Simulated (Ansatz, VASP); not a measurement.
Two plane-wave programs on InO

INCAR

```
SYSTEM = InO
  PREC = Accurate
  ENCUT = 520
  EDIFF = 1E-6
  ISMEAR = 0
  SIGMA = 0.03
  LREAL = .False.
  LASPH = .True.
  NELM = 100
  ALGO = Normal
  ISIF = 2
  LWAVE = .False.
  LCHARG = .False.
  GGA = PE
  NBANDS = 27
```

File KPOINTS:

```
Automatic mesh
0
Gamma
  12 12 2
  0 0 0
```

File POSCAR:

```
InO
1.0
    3.2809331112      0.0000000000      0.0000000000
   -1.6404665556      2.8413714224      0.0000000000
    0.0000000000      0.0000000000     15.4801725000
In O
2 2
Direct
    0.6666666667      0.3333333333      0.5900210000
    0.6666666667      0.3333333333      0.4099790000
    0.0000000000      0.0000000000      0.6398670000
    0.0000000000      0.0000000000      0.3601330000
```

Input for Ansatz:

```yaml
crystal:
  lattice:
    - [3.2809331112, 0.0, 0.0]
    - [-1.6404665556, 2.8413714224, 0.0]
    - [0.0, 0.0, 15.4801725]
  atoms:
    - { symbol: In, position: [0.6666666667, 0.3333333333, 0.590021] }
    - { symbol: In, position: [0.6666666667, 0.3333333333, 0.409979] }
    - { symbol: O, position: [0.0, 0.0, 0.639867] }
    - { symbol: O, position: [0.0, 0.0, 0.360133] }
basis:
  ecutwfc: 420
kpoints:
  mp_grid: { grid: [12, 12, 2] }
hamiltonian:
  xc: pbe
scf:
  occupations: { method: gaussian, width: 0.03 }
output:
  forces: true
  stress: true
  eigenvalues: true
```

Change from the starting cell: strain -0.050 along x and y, -0.025 along z, atoms carried along.

Alike in both runs: task single point; functional PBE; k mesh 12 × 12 × 2; occupations gaussian, width 0.03 eV; no spin polarisation.

```csv
,VASP,Ansatz
version,VASP 6.6.1,Ansatz 0.2.0
potentials or method,"VASP PAW PBE potentials, release 64 (In_d, O), cutoff 520 eV","scalar-relativistic, plane waves, PAW"
valence electrons in the cell,38,38
```

|  | VASP | Ansatz | Ansatz less VASP |
| --- | --- | --- | --- |
| gap on the k mesh at the Fermi level (eV) | 0.42 | 0.42 | +0.007 |
| least direct gap on the mesh (eV) | 1.56 | 1.58 | +0.011 |
| rms of the force components (eV/Å) | 0.689 | 0.663 | -0.0258 |

Atom by atom the forces differ by 0.026 eV/Å (rms over components).
